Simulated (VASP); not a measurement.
# SnO2 (P4_2/mnm) in VASP: notebook

The runs below take SnO2 through single point, with PBE.

All numbers are computed with VASP 6.6.1; they aren't measurements. Logs are shortened: lines on timing, memory, paths and dates and some standing lists are left out, and cuts for length are marked.

**1. The cell of the first run**

Symmetry: P4_2/mnm, No. 136, tetragonal system. Conventional cell: a = 4.658 Å, b = 4.658 Å, c = 3.132 Å, α = 90.00°, β = 90.00°, γ = 90.00°. Sn (site symmetry mmm) has 6 O at 2.02 Å within 2.7 Å. Within 2.7 Å of O (site symmetry m2m) lie 3 Sn at 2.02 Å and 1 O at 2.54 Å.

**2. Single point, PBE**

INCAR

```
  PREC = Accurate
  ENCUT = 520
  EDIFF = 1E-7
  ISMEAR = 0
  SIGMA = 0.01
  LREAL = False
  LASPH = True
  NELM = 80
  ALGO = Normal
  ISIF = 2
  LWAVE = False
  LCHARG = False
  GGA = PE
  NBANDS = 35
```

KPOINTS

```
Automatic mesh
0
Gamma
  4 4 6
```

POSCAR

```
SnO2
1.0
    4.6576793985      0.0000000000      0.0000000000
    0.0000000000      4.6576793985      0.0000000000
    0.0000000000      0.0000000000      3.1324810897
Sn O
2 4
Direct
    0.0000000000      0.0000000000      0.0000000000
    0.5000000000      0.5000000000      0.5000000000
    0.3071000000      0.3071000000      0.0000000000
    0.1929000000      0.8071000000      0.5000000000
    0.6929000000      0.6929000000      0.0000000000
    0.8071000000      0.1929000000      0.5000000000
```

Potentials or basis: VASP PAW PBE potentials, release 64 (Sn_d, O).

On the command line:

```bash
> cat potpaw_PBE.64/Sn_d/POTCAR potpaw_PBE.64/O/POTCAR > POTCAR
> mpirun -np 1 vasp_std > vasp.out
```

OUTCAR:

```text
PREC = Accurate
   ENCUT = 520
   EDIFF = 1E-7
   ISMEAR = 0
   LREAL = False
   LASPH = True
   NELM = 80
   ISIF = 2
   GGA = PE

 ion  position               nearest neighbor table
   1  0.000  0.000  0.000-   4 2.02   6 2.02   4 2.02   6 2.02   5 2.02   3 2.02   2 3.65   2 3.65
                             2 3.65   2 3.65   2 3.65   2 3.65   2 3.65   2 3.65
   2  0.500  0.500  0.500-   3 2.02   5 2.02   3 2.02   5 2.02   4 2.02   6 2.02   1 3.65   1 3.65
                             1 3.65   1 3.65   1 3.65   1 3.65   1 3.65   1 3.65
   3  0.307  0.307  0.000-   2 2.02   2 2.02   1 2.02
   4  0.193  0.807  0.500-   1 2.02   1 2.02   2 2.02
   5  0.693  0.693  0.000-   2 2.02   2 2.02   1 2.02
   6  0.807  0.193  0.500-   1 2.02   1 2.02   2 2.02

  LATTYP: Found a simple tetragonal cell.
 ALAT       =     4.6576793985
 C/A-ratio  =     0.6725411566

  Lattice vectors:

 A1 = (   4.6576793985,   0.0000000000,   0.0000000000)
 A2 = (   0.0000000000,   4.6576793985,   0.0000000000)
 A3 = (   0.0000000000,   0.0000000000,   3.1324810897)

Analysis of symmetry for initial positions (statically):
=====================================================================
 Subroutine PRICEL returns:
 Original cell was already a primitive cell.

 Routine SETGRP: Setting up the symmetry group for a
 simple tetragonal supercell.

 Subroutine GETGRP returns: Found 16 space group operations
 (whereof  8 operations were pure point group operations)
 out of a pool of 16 trial point group operations.

The static configuration has the point symmetry D_2h.
 The point group associated with its full space group is D_4h.

Analysis of symmetry for dynamics (positions and initial velocities):
=====================================================================
 Subroutine PRICEL returns:
 Original cell was already a primitive cell.

 Routine SETGRP: Setting up the symmetry group for a
 simple tetragonal supercell.

 Subroutine GETGRP returns: Found 16 space group operations
 (whereof  8 operations were pure point group operations)
 out of a pool of 16 trial point group operations.

The dynamic configuration has the point symmetry D_2h.
 The point group associated with its full space group is D_4h.

 Subroutine INISYM returns: Found 16 space group operations
 (whereof  8 operations are pure point group operations),
 and found     1 'primitive' translations

----------------------------------------------------------------------------------------

                                     Primitive cell

  volume of cell :      67.9560

  direct lattice vectors                    reciprocal lattice vectors
     4.657679399  0.000000000  0.000000000     0.214699191  0.000000000  0.000000000
     0.000000000  4.657679399  0.000000000     0.000000000  0.214699191  0.000000000
     0.000000000  0.000000000  3.132481090     0.000000000  0.000000000  0.319235766

  length of vectors
     4.657679399  4.657679399  3.132481090     0.214699191  0.214699191  0.319235766

  position of ions in fractional coordinates (direct lattice)
     0.000000000  0.000000000  0.000000000
     0.500000000  0.500000000  0.500000000
     0.307100000  0.307100000  0.000000000
     0.192900000  0.807100000  0.500000000
     0.692900000  0.692900000  0.000000000
     0.807100000  0.192900000  0.500000000

  ion indices of the primitive-cell ions
   primitive index   ion index
                 1           1
                 2           2
                 3           3
                 4           4
                 5           5
                 6           6

----------------------------------------------------------------------------------------

 KPOINTS: Automatic mesh

Automatic generation of k-mesh.
 Grid dimensions read from file:
 generate k-points for:    4    4    6

 Generating k-lattice:

  Cartesian coordinates                     Fractional coordinates (reciprocal lattice)
     0.053674798  0.000000000  0.000000000     0.250000000  0.000000000  0.000000000
     0.000000000  0.053674798  0.000000000     0.000000000  0.250000000  0.000000000
     0.000000000  0.000000000  0.053205961     0.000000000  0.000000000  0.166666667

  Length of vectors
     0.053674798  0.053674798  0.053205961

  Shift w.r.t. Gamma in fractional coordinates (k-lattice)
     0.000000000  0.000000000  0.000000000

 Subroutine IBZKPT returns following result:
 ===========================================

 Found     24 irreducible k-points:

 Following reciprocal coordinates:
            Coordinates               Weight
  0.000000  0.000000  0.000000      1.000000
  0.250000  0.000000  0.000000      4.000000
  0.500000  0.000000  0.000000      2.000000
  0.250000  0.250000  0.000000      4.000000
  0.500000  0.250000  0.000000      4.000000
  0.500000  0.500000  0.000000      1.000000
[... 16 lines left out ...]
  0.500000  0.250000  0.500000      4.000000
  0.500000  0.500000  0.500000      1.000000
   k-points           NKPTS =     24   k-points in BZ     NKDIM =     24   number of bands    NBANDS=     35
   number of dos      NEDOS =    301   number of ions     NIONS =      6
   total plane-waves  NPLWV =  31104
   dimension x,y,z NGX =    36 NGY =   36 NGZ =   24
   dimension x,y,z NGXF=    72 NGYF=   72 NGZF=   48
   ions per type =               2   4
   NGX,Y,Z   is equivalent  to a cutoff of  12.85, 12.85, 12.74 a.u.
   NGXF,Y,Z  is equivalent  to a cutoff of  25.70, 25.70, 25.47 a.u.
 SYSTEM =  unknown system
   PREC   = accura    normal or accurate (medium, high low for compatibility)
   ISTART =      0    job   : 0-new  1-cont  2-samecut
   ICHARG =      2    charge: 1-file 2-atom 10-const
   ISPIN  =      1    spin polarized calculation?
   LNONCOLLINEAR =      F non collinear calculations
   LSORBIT =      F    spin-orbit coupling
   LASPH  =      T    aspherical Exc in radial PAW
   ENCUT  =  520.0 eV  38.22 Ry    6.18 a.u.   8.66  8.66  5.82*2*pi/ulx,y,z
   NELM   =     80;   NELMIN=  2; NELMDL= -5     # of ELM steps
   EDIFF  = 0.1E-06   stopping-criterion for ELM
   LREAL  =      F    real-space projection
   EDIFFG = 0.1E-05   stopping-criterion for IOM
   NSW    =      0    number of steps for IOM
   IBRION =     -1    ionic relax: 0-MD 1-quasi-New 2-CG
   NFREE  =      0    steps in history (QN), initial steepest desc. (CG)
   ISIF   =      2    stress and relaxation
   ISYM   =      2    0-nonsym 1-usesym 2-fastsym
   POTIM  = 0.5000    time-step for ionic-motion
   TEBEG  =    0.0;   TEEND  =   0.0 temperature during run
   PSTRESS=    0.0 pullay stress
   NELECT =      52.0000    total number of electrons
   NUPDOWN=      -1.0000    fix difference up-down
   EMIN   =  10.00;   EMAX   =-10.00  energy-range for DOS
   EFERMI =   0.00;   METHOD = LEGACY
   ISMEAR =     0;   SIGMA  =   0.01  broadening in eV -4-tet -1-fermi 0-gaus
   EFERMI_NEDOS =   21; number of points for ismear=-14 and -15
   IALGO  =     38    algorithm
   IMIX   =      4    mixing-type and parameters
     AMIX     =   0.40;   BMIX     =  1.00
     AMIX_MAG =   1.60;   BMIX_MAG =  1.00
  volume/ion in A,a.u.               =      11.33        76.43
  Fermi-wavevector in a.u.,A,eV,Ry     =   1.497385  2.829647 30.506453  2.242161
  Thomas-Fermi vector in A             =   2.609279
   LORBIT       =      0    0 simple, 1 ext, 2 COOP (PROOUT), +10 PAW based schemes
   GGA     = PE    functional components
   LHFCALC =     F    Hartree Fock is set to
   AEXX    =    0.0000 exact exchange contribution
   IVDW    =     0    specifies the selected vdW correction
   LEPSILON=     F    determine dielectric tensor
   LRPA    =     F    only Hartree local field effects (RPA)
 non-spin polarized calculation
 Gauss-broadening in eV      SIGMA  =   0.01
  energy-cutoff  :      520.00
  volume of cell :       67.96
 maximum number of plane-waves:      1849
 NGX is ok and might be reduce to    36
   NGX = 17   NGY = 17   NGZ = 11

 number of electron      51.9999982 magnetization

 Free energy of the ion-electron system (eV)
  ---------------------------------------------------
  ext. energy  EPLUGINS =         0.00000000
  ---------------------------------------------------
  free energy    TOTEN  =       -36.74498299 eV

  energy without entropy =      -36.74498299  energy(sigma->0) =      -36.74498299

 E-fermi :   6.8015     XC(G=0): -11.5324

 val. band max:        6.7586525572   @ k =   0.0000   0.0000   0.0000
 cond. band min:       8.6498460496   @ k =   0.0000   0.0000   0.0000
 fundamental gap:      1.8911934925
 Fermi energy:         6.8015466754

 k-point     1 :       0.0000    0.0000    0.0000
  band No.  band energies     occupation
      1     -14.4519      2.00000
      2     -13.5913      2.00000
      3     -13.1658      2.00000
      4     -13.1474      2.00000
      5     -13.1474      2.00000
      6     -13.0722      2.00000
[... 27 lines left out ...]
     34      19.5013      0.00000
     35      19.7609      0.00000

 k-point     2 :       0.2500    0.0000    0.0000
  band No.  band energies     occupation
      1     -14.3447      2.00000
      2     -13.7019      2.00000
      3     -13.1697      2.00000
      4     -13.1620      2.00000
      5     -13.1427      2.00000
      6     -13.1425      2.00000
[... 27 lines left out ...]
     34      19.4108      0.00000
     35      19.6881      0.00000

 k-point     3 :       0.5000    0.0000    0.0000
  band No.  band energies     occupation
      1     -14.0478      2.00000
      2     -14.0478      2.00000
      3     -13.1817      2.00000
      4     -13.1817      2.00000
      5     -13.1377      2.00000
      6     -13.1377      2.00000
[... 27 lines left out ...]
     34      19.5498      0.00000
     35      20.0881      0.00000
[... 723 lines left out ...]
 k-point    23 :       0.5000    0.2500    0.5000
  band No.  band energies     occupation
      1     -14.2866      2.00000
      2     -14.2866      2.00000
      3     -13.3601      2.00000
      4     -13.3601      2.00000
      5     -12.9835      2.00000
      6     -12.9835      2.00000
[... 27 lines left out ...]
     34      18.9192      0.00000
     35      19.9692      0.00000

 k-point    24 :       0.5000    0.5000    0.5000
  band No.  band energies     occupation
      1     -14.1696      2.00000
      2     -14.1696      2.00000
      3     -13.5802      2.00000
      4     -13.5802      2.00000
      5     -12.9779      2.00000
      6     -12.9779      2.00000
[... 27 lines left out ...]
     34      18.5414      0.00000
     35      20.2854      0.00000

------------------------ aborting loop because EDIFF is reached ----------------------------------------

  FORCE on cell =-STRESS in cart. coord.  units (eV):
  Direction    XX          YY          ZZ          XY          YZ          ZX
  --------------------------------------------------------------------------------------
  -------------------------------------------------------------------------------------
  Total        9.7121589      9.7121589     12.8516064     -0.0000000      0.0000000      0.0000000
  in kB      228.9806157    228.9806157    302.9984157     -0.0000000      0.0000000      0.0000000
  external PRESSURE =     253.6532157 kB  Pullay stress =       0.0000000 kB

 VOLUME and BASIS-vectors are now :
 -----------------------------------------------------------------------------
  energy-cutoff  :      520.00
  volume of cell :       67.96
      direct lattice vectors                 reciprocal lattice vectors
     4.657679399  0.000000000  0.000000000     0.214699191  0.000000000  0.000000000
     0.000000000  4.657679399  0.000000000     0.000000000  0.214699191  0.000000000
     0.000000000  0.000000000  3.132481090     0.000000000  0.000000000  0.319235766

 POSITION                                       TOTAL-FORCE (eV/Angst)
 -----------------------------------------------------------------------------------
      0.00000      0.00000      0.00000         0.000000     -0.000000      0.000000
      2.32884      2.32884      1.56624         0.000000     -0.000000      0.000000
      1.43037      1.43037      0.00000        -0.372910     -0.372910     -0.000000
      0.89847      3.75921      1.56624         0.372910     -0.372910      0.000000
      3.22731      3.22731      0.00000         0.372910      0.372910      0.000000
      3.75921      0.89847      1.56624        -0.372910      0.372910      0.000000
 -----------------------------------------------------------------------------------
    total drift:                               -0.000000      0.000000      0.000000

  FREE ENERGIE OF THE ION-ELECTRON SYSTEM (eV)
  ---------------------------------------------------
  free  energy   TOTEN  =       -36.7449829901 eV

  energy  without entropy=      -36.7449829901  energy(sigma->0) =      -36.74498299
```

It took 1.8 min on 1 thread of AMD EPYC 7R13, shared host; peak memory 0.17 GiB.

Results:

```
Free energy            : -36.7450 eV
Pressure               : 25.4 GPa
Largest force          : 0.527 eV/Å
Band gap on the k mesh : 1.89 eV
```

Forces in eV/Å, atoms in the order of the input:
```
Sn   0.000  0.000  0.000
Sn   0.000  0.000  0.000
O   -0.373 -0.373  0.000
O    0.373 -0.373  0.000
O    0.373  0.373  0.000
O   -0.373  0.373  0.000
```

Stress tensor (GPa, compression positive):
```
22.90  0.00  0.00
 0.00 22.90  0.00
 0.00  0.00 30.30
```

Caveat: the cell stands under pressure; spin-orbit coupling is left out, which moves the levels of the heavy elements. As with any semilocal functional, this PBE gap is likely too small.

**3. Single point, PBE**

This run uses another cell than the first one, of 11.68 Å³/atom.

INCAR

```
  ALGO = Normal
  EDIFF = 1E-6
  ENCUT = 520
  GGA = PE
  ISIF = 2
  ISMEAR = 0
  LASPH = True
  LCHARG = True
  LELF = True
  LREAL = False
  LVHAR = True
  LWAVE = False
  NBANDS = 35
  NELM = 60
  PREC = Accurate
  SIGMA = 0.01
```

KPOINTS

```
k-points
0
Gamma
  4 4 6
```

Edit POSCAR of step 2 so:

```diff
@@ -2,5 +2,5 @@
 1.0
-    4.6576793985      0.0000000000      0.0000000000
-    0.0000000000      4.6576793985      0.0000000000
-    0.0000000000      0.0000000000      3.1324810897
+    4.7062003841      0.0000000000      0.0000000000
+    0.0000000000      4.7062003841      0.0000000000
+    0.0000000000      0.0000000000      3.1651134496
 Sn O
```

Potentials or basis: VASP PAW PBE potentials, release 64 (Sn_d, O).

On the command line:

```bash
> cat potpaw_PBE.64/Sn_d/POTCAR potpaw_PBE.64/O/POTCAR > POTCAR
> mpirun -np 1 vasp_std > vasp.out
```

It took 73 s on 1 thread of AMD EPYC 7R13, shared host; peak memory 0.17 GiB.

Results (log left out):

* Free energy: -37.0291 eV
* Pressure: 16.7 GPa
* Largest force: 0.382 eV/Å
* Band gap on the k mesh: 1.51 eV

Forces in eV/Å, atoms in the order of the input:
```
Sn   0.000  0.000  0.000
Sn   0.000  0.000  0.000
O   -0.270 -0.270  0.000
O    0.270 -0.270  0.000
O    0.270  0.270  0.000
O   -0.270  0.270  0.000
```

Stress tensor (GPa, compression positive):
```
15.13  0.00  0.00
 0.00 15.13  0.00
 0.00  0.00 19.94
```

Levels at points of the mesh, in eV from the valence-band top:
| k point | band 23 | band 24 | band 25 | band 26 | band 27 | band 28 | band 29 | band 30 |
| --- | --- | --- | --- | --- | --- | --- | --- | --- |
| (0.00, 0.00, 0.00) | -1.21 | -0.80 | -0.80 | 0.00 | 1.51 | 6.34 | 6.46 | 6.46 |
| (0.50, 0.00, 0.00) | -1.18 | -1.18 | -0.65 | -0.65 | 4.67 | 4.67 | 7.21 | 7.21 |
| (0.50, 0.50, 0.00) | -1.30 | -1.30 | -0.92 | -0.92 | 5.07 | 5.07 | 7.68 | 7.68 |
| (0.00, 0.00, 0.50) | -1.71 | -1.71 | -1.29 | -1.29 | 6.48 | 6.48 | 9.93 | 9.93 |
| (0.50, 0.00, 0.50) | -1.14 | -1.14 | -0.67 | -0.67 | 6.76 | 6.76 | 8.25 | 8.25 |
| (0.50, 0.50, 0.50) | -0.99 | -0.99 | -0.86 | -0.86 | 5.14 | 5.14 | 8.99 | 8.99 |

Caveat: the cell stands under pressure; spin-orbit coupling is left out, which moves the levels of the heavy elements. PBE gaps usually lie below the measured ones, often by a third to a half.

**4. Single point, PBE**

This run uses another cell than the first one, of 12.04 Å³/atom.

INCAR

```
PREC     = Accurate       # precision mode
ENCUT    = 520            # plane-wave cutoff, eV
EDIFF    = 1E-6           # SCF threshold, eV
ISMEAR   = 0              # smearing method
SIGMA    = 0.01           # smearing width, eV
LREAL    = False          # projectors in reciprocal space
LASPH    = True           # aspherical terms in the spheres
NELM     = 60             # most SCF steps
ALGO     = Normal         # electronic algorithm
ISIF     = 2              # what is computed and relaxed
LWAVE    = False          # write WAVECAR
LCHARG   = True           # write CHGCAR
GGA      = PE             # functional
LELF     = True           # ELF
LVHAR    = True         
NBANDS   = 35             # bands
```

KPOINTS

```
regular mesh
0
Gamma
  4 4 6
```

Edit POSCAR of step 3 so:

```diff
@@ -2,5 +2,5 @@
 1.0
-    4.7062003841      0.0000000000      0.0000000000
-    0.0000000000      4.7062003841      0.0000000000
-    0.0000000000      0.0000000000      3.1651134496
+    4.7537409794      0.0000000000      0.0000000000
+    0.0000000000      4.7537409794      0.0000000000
+    0.0000000000      0.0000000000      3.1970864565
 Sn O
```

On the command line:

```bash
> cat potpaw_PBE.64/Sn_d/POTCAR potpaw_PBE.64/O/POTCAR > POTCAR
> mpirun -np 1 vasp_std > vasp.out
```

It took 82 s on 1 thread of AMD EPYC 7R13, shared host; peak memory 0.17 GiB.

It converged, with:

```yaml
Free_energy: -37.2069 eV
Pressure: 9.5 GPa
Largest_force: 0.252 eV/Å
Band_gap_on_the_k_mesh: 1.16 eV
```

Forces on the atoms (eV/Å):
```
Sn   0.000  0.000  0.000
Sn   0.000  0.000  0.000
O   -0.178 -0.178  0.000
O    0.178 -0.178  0.000
O    0.178  0.178  0.000
O   -0.178  0.178  0.000
```

Stress tensor (GPa, compression positive):
```
 8.62  0.00  0.00
 0.00  8.62  0.00
 0.00  0.00 11.21
```

Levels at points of the mesh, in eV from the valence-band top:
| k point | band 23 | band 24 | band 25 | band 26 | band 27 | band 28 | band 29 | band 30 |
| --- | --- | --- | --- | --- | --- | --- | --- | --- |
| (0.00, 0.00, 0.00) | -1.24 | -0.77 | -0.77 | 0.00 | 1.16 | 6.06 | 6.29 | 6.29 |
| (0.50, 0.00, 0.00) | -1.19 | -1.19 | -0.63 | -0.63 | 4.34 | 4.34 | 7.03 | 7.03 |
| (0.50, 0.50, 0.00) | -1.31 | -1.31 | -0.89 | -0.89 | 4.73 | 4.73 | 7.45 | 7.45 |
| (0.00, 0.00, 0.50) | -1.63 | -1.63 | -1.25 | -1.25 | 6.11 | 6.11 | 9.70 | 9.70 |
| (0.50, 0.00, 0.50) | -1.09 | -1.09 | -0.70 | -0.70 | 6.38 | 6.38 | 7.99 | 7.99 |
| (0.50, 0.50, 0.50) | -0.96 | -0.96 | -0.83 | -0.83 | 4.82 | 4.82 | 8.83 | 8.83 |

Caveat: the cell stands under pressure; spin-orbit coupling is left out, which moves the levels of the heavy elements. Expect the measured gap to be larger: semilocal functionals such as PBE lack the derivative discontinuity.

(Continued in part 2 of 2.)
